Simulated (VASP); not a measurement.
# WS2 (P6_3/mmc) in VASP: a series of runs

Runs on WS2. Level: LDA. Tasks: single point.

Everything below comes from runs of VASP 6.6.1. Logs are shortened: lines on timing, memory, paths and dates and some standing lists are left out, and cuts for length are marked.

## 1. The cell of the first run

The structure is hexagonal, space group P6_3/mmc (No. 194). Conventional cell: a = 3.127 Å, b = 3.127 Å, c = 12.163 Å, α = 90.00°, β = 90.00°, γ = 120.00°. W (site symmetry -6m2) has 6 S at 2.39 Å and 6 W at 3.13 Å within 3.2 Å. Within 3.2 Å of S (site symmetry 3m) lie 3 W at 2.39 Å and 7 S at 3.12 to 3.13 Å.

## 2. Single point, LDA

The input, INCAR:

```
SYSTEM = WS2
PREC = Accurate
ENCUT = 500
EDIFF = 1E-6
ISMEAR = 0
SIGMA = 0.02
LREAL = .False.
LASPH = .True.
NELM = 120
ALGO = Normal
ISIF = 2
LWAVE = .False.
LCHARG = .False.
GGA = CA
NBANDS = 35
GGA_COMPAT = .False.
```

The input, KPOINTS:

```
Automatic mesh
0
Gamma
  12 12 2
  0 0 0
```

The input, POSCAR:

```
WS2
1.0
    3.1267849885      0.0000000028      0.0000000000
   -1.5633924967      2.7078752308      0.0000000000
    0.0000000000      0.0000000000     12.1627005541
W S
2 4
Direct
    0.3333333333      0.6666666667      0.2500000000
    0.6666666667      0.3333333333      0.7500000000
    0.3333333333      0.6666666667      0.6215753880
    0.6666666667      0.3333333333      0.1215753880
    0.3333333333      0.6666666667      0.8784246120
    0.6666666667      0.3333333333      0.3784246120
```

Potentials or basis: VASP PAW LDA potentials, release 64 (W_sv, S).

Launch:

```bash
cat potpaw_LDA.64/W_sv/POTCAR potpaw_LDA.64/S/POTCAR > POTCAR
mpirun -np 1 vasp_std > vasp.out
```

OUTCAR:

```text
SYSTEM = WS2
   PREC = Accurate
   ENCUT = 500
   EDIFF = 1E-6
   ISMEAR = 0
   LREAL = .False.
   LASPH = .True.
   NELM = 120
   ISIF = 2
   GGA = CA

 ion  position               nearest neighbor table
   1  0.333  0.667  0.250-   4 2.39   6 2.39   4 2.39   6 2.39   4 2.39   6 2.39
   2  0.667  0.333  0.750-   3 2.39   5 2.39   3 2.39   5 2.39   3 2.39   5 2.39
   3  0.333  0.667  0.622-   2 2.39   2 2.39   2 2.39
   4  0.667  0.333  0.122-   1 2.39   1 2.39   1 2.39
   5  0.333  0.667  0.878-   2 2.39   2 2.39   2 2.39
   6  0.667  0.333  0.378-   1 2.39   1 2.39   1 2.39

  LATTYP: Found a hexagonal cell.
 ALAT       =     3.1267849885
 C/A-ratio  =     3.8898423137

  Lattice vectors:

 A1 = (   3.1267849885,   0.0000000028,   0.0000000000)
 A2 = (  -1.5633924967,   2.7078752308,   0.0000000000)
 A3 = (   0.0000000000,   0.0000000000,  12.1627005541)

Analysis of symmetry for initial positions (statically):
=====================================================================
 Subroutine PRICEL returns:
 Original cell was already a primitive cell.

 Routine SETGRP: Setting up the symmetry group for a
 hexagonal supercell.

 Subroutine GETGRP returns: Found 24 space group operations
 (whereof 12 operations were pure point group operations)
 out of a pool of 24 trial point group operations.

The static configuration has the point symmetry D_3d.
 The point group associated with its full space group is D_6h.

Analysis of symmetry for dynamics (positions and initial velocities):
=====================================================================
 Subroutine PRICEL returns:
 Original cell was already a primitive cell.

 Routine SETGRP: Setting up the symmetry group for a
 hexagonal supercell.

 Subroutine GETGRP returns: Found 24 space group operations
 (whereof 12 operations were pure point group operations)
 out of a pool of 24 trial point group operations.

The dynamic configuration has the point symmetry D_3d.
 The point group associated with its full space group is D_6h.

 Subroutine INISYM returns: Found 24 space group operations
 (whereof 12 operations are pure point group operations),
 and found     1 'primitive' translations

----------------------------------------------------------------------------------------

                                     Primitive cell

[... 94 lines left out ...]
   LSORBIT =      F    spin-orbit coupling
   LASPH  =      T    aspherical Exc in radial PAW
   ENCUT  =  500.0 eV  36.75 Ry    6.06 a.u.   5.70  5.70 22.18*2*pi/ulx,y,z
   NELM   =    120;   NELMIN=  2; NELMDL= -5     # of ELM steps
   EDIFF  = 0.1E-05   stopping-criterion for ELM
   LREAL  =      F    real-space projection
   EDIFFG = 0.1E-04   stopping-criterion for IOM
   NSW    =      0    number of steps for IOM
   IBRION =     -1    ionic relax: 0-MD 1-quasi-New 2-CG
   NFREE  =      0    steps in history (QN), initial steepest desc. (CG)
   ISIF   =      2    stress and relaxation
   ISYM   =      2    0-nonsym 1-usesym 2-fastsym
   POTIM  = 0.5000    time-step for ionic-motion
   TEBEG  =    0.0;   TEEND  =   0.0 temperature during run
   PSTRESS=    0.0 pullay stress
   NELECT =      52.0000    total number of electrons
   NUPDOWN=      -1.0000    fix difference up-down
   EMIN   =  10.00;   EMAX   =-10.00  energy-range for DOS
   EFERMI =   0.00;   METHOD = LEGACY
   ISMEAR =     0;   SIGMA  =   0.02  broadening in eV -4-tet -1-fermi 0-gaus
   EFERMI_NEDOS =   21; number of points for ismear=-14 and -15
   IALGO  =     38    algorithm
   IMIX   =      4    mixing-type and parameters
     AMIX     =   0.40;   BMIX     =  1.00
     AMIX_MAG =   1.60;   BMIX_MAG =  1.00
  volume/ion in A,a.u.               =      17.16       115.82
  Fermi-wavevector in a.u.,A,eV,Ry     =   1.303638  2.463519 23.122725  1.699472
  Thomas-Fermi vector in A             =   2.434627
   LORBIT       =      0    0 simple, 1 ext, 2 COOP (PROOUT), +10 PAW based schemes
   GGA     = CA    functional components
   LHFCALC =     F    Hartree Fock is set to
   AEXX    =    0.0000 exact exchange contribution
   IVDW    =     0    specifies the selected vdW correction
   LEPSILON=     F    determine dielectric tensor
   LRPA    =     F    only Hartree local field effects (RPA)
 non-spin polarized calculation
 Gauss-broadening in eV      SIGMA  =   0.02
  energy-cutoff  :      500.00
  volume of cell :      102.98
 maximum number of plane-waves:      2636
 NGX is ok and might be reduce to    24
   NGX = 11   NGY = 11   NGZ = 45

 number of electron      51.9999994 magnetization

 Free energy of the ion-electron system (eV)
  ---------------------------------------------------
  ext. energy  EPLUGINS =         0.00000000
  ---------------------------------------------------
  free energy    TOTEN  =       -52.52523620 eV

  energy without entropy =      -52.52523620  energy(sigma->0) =      -52.52523620

 E-fermi :   8.0968     XC(G=0): -11.4179

 val. band max:        7.7712647756   @ k =   0.0000   0.0000   0.0000
 cond. band min:       8.6255446198   @ k =   0.1667   0.1667   0.0000
 fundamental gap:      0.8542798442
 Fermi energy:         8.0967953387

 k-point     1 :       0.0000    0.0000    0.0000
  band No.  band energies     occupation
      1     -66.3783      2.00000
      2     -66.3783      2.00000
      3     -30.9407      2.00000
      4     -30.9406      2.00000
      5     -30.7202      2.00000
      6     -30.7202      2.00000
[... 901 lines left out ...]
     34      11.7338      0.00000
     35      13.6292      0.00000

 [... further k-points ...]
[... 5 lines left out ...]
  --------------------------------------------------------------------------------------
  -------------------------------------------------------------------------------------
  Total        0.2612386      0.2612386      0.2646220     -0.0000000      0.0000000      0.0000000
  in kB        4.0643508      4.0643508      4.1169899     -0.0000000      0.0000000      0.0000000
  external PRESSURE =       4.0818971 kB  Pullay stress =       0.0000000 kB

 VOLUME and BASIS-vectors are now :
 -----------------------------------------------------------------------------
  energy-cutoff  :      500.00
  volume of cell :      102.98
      direct lattice vectors                 reciprocal lattice vectors
     3.126784988  0.000000003  0.000000000     0.319817321  0.184646617  0.000000000
    -1.563392497  2.707875231  0.000000000    -0.000000000  0.369293233  0.000000000
     0.000000000  0.000000000 12.162700554     0.000000000  0.000000000  0.082218583

 POSITION                                       TOTAL-FORCE (eV/Angst)
 -----------------------------------------------------------------------------------
     -0.00000      1.80525      3.04068        -0.000000      0.000000     -0.000000
      1.56339      0.90263      9.12203         0.000000     -0.000000     -0.000000
     -0.00000      1.80525      7.56004        -0.000000      0.000000     -0.049305
      1.56339      0.90263      1.47869         0.000000     -0.000000     -0.049305
     -0.00000      1.80525     10.68402         0.000000     -0.000000      0.049305
      1.56339      0.90263      4.60267         0.000000      0.000000      0.049305
 -----------------------------------------------------------------------------------
    total drift:                                0.000000     -0.000000      0.000000

  FREE ENERGIE OF THE ION-ELECTRON SYSTEM (eV)
  ---------------------------------------------------
  free  energy   TOTEN  =       -52.5252362007 eV

  energy  without entropy=      -52.5252362007  energy(sigma->0) =      -52.52523620
```

Run time: 42 s. Hardware: 1 thread of Intel Xeon 6975P-C (Granite Rapids), shared host; peak memory 0.24 GiB.

What came out:

| Quantity | Value |
| --- | --- |
| Free energy | -52.5252 eV |
| Pressure | 0.4 GPa |
| Largest force | 0.049 eV/Å |
| Band gap on the k mesh | 0.85 eV, indirect (least direct gap 1.89 eV) |

Forces on the atoms (eV/Å):
```
W    0.000  0.000  0.000
W    0.000  0.000  0.000
S    0.000  0.000 -0.049
S    0.000  0.000 -0.049
S    0.000  0.000  0.049
S    0.000  0.000  0.049
```

Levels at points of the mesh, in eV from the valence-band top:
```csv
k point,band 24,band 25,band 26,band 27,band 28,band 29
"(0.00, 0.00, 0.00)",-1.45,-1.40,0.00,2.32,2.32,2.33
"(0.50, 0.00, 0.00)",-1.78,-1.73,-1.59,2.33,2.38,2.56
"(0.00, 0.00, 0.50)",-2.27,-0.33,-0.33,2.31,2.31,2.31
"(0.50, 0.00, 0.50)",-1.85,-1.67,-1.67,2.35,2.35,2.78
```

Caveat: spin-orbit coupling is left out, which moves the levels of the heavy elements. A k mesh can miss the band edges.

## 3. Single point, LDA

The input, INCAR:

```
PREC = Accurate
ENCUT = 500
EDIFF = 1E-6
ISMEAR = 0
SIGMA = 0.02
LREAL = F
LASPH = T
NELM = 120
ALGO = Normal
ISIF = 2
LWAVE = F
LCHARG = F
NBANDS = 35
GGA_COMPAT = F
```

The input, KPOINTS:

```
regular mesh
0
Gamma
  12 12 4
```

POSCAR is that of step 2.

Potentials or basis: VASP PAW LDA potentials, release 64 (W_sv, S).

Launch:

```bash
cat potpaw_LDA.64/W_sv/POTCAR potpaw_LDA.64/S/POTCAR > POTCAR
mpirun -np 1 vasp_std > vasp.out
```

It took 63 s on 1 thread of Intel Xeon 6975P-C (Granite Rapids), shared host; peak memory 0.28 GiB.

Results (log left out):

```
Free energy            : -52.5255 eV
Pressure               : 0.4 GPa
Largest force          : 0.050 eV/Å
Band gap on the k mesh : 0.85 eV, indirect (least direct gap 1.89 eV)
```

Forces on the atoms (eV/Å):
```
W    0.000  0.000  0.000
W    0.000  0.000  0.000
S    0.000  0.000 -0.050
S    0.000  0.000 -0.050
S    0.000  0.000  0.050
S    0.000  0.000  0.050
```

Levels at points of the mesh, in eV from the valence-band top:
```tsv
k point	band 24	band 25	band 26	band 27	band 28	band 29
(0.00, 0.00, 0.00)	-1.45	-1.40	0.00	2.32	2.32	2.33
(0.50, 0.00, 0.00)	-1.78	-1.73	-1.59	2.33	2.38	2.56
(0.00, 0.00, 0.50)	-2.27	-0.33	-0.33	2.31	2.31	2.31
(0.50, 0.00, 0.50)	-1.85	-1.67	-1.67	2.35	2.35	2.78
```

Caveat: spin-orbit coupling is left out, which moves the levels of the heavy elements.
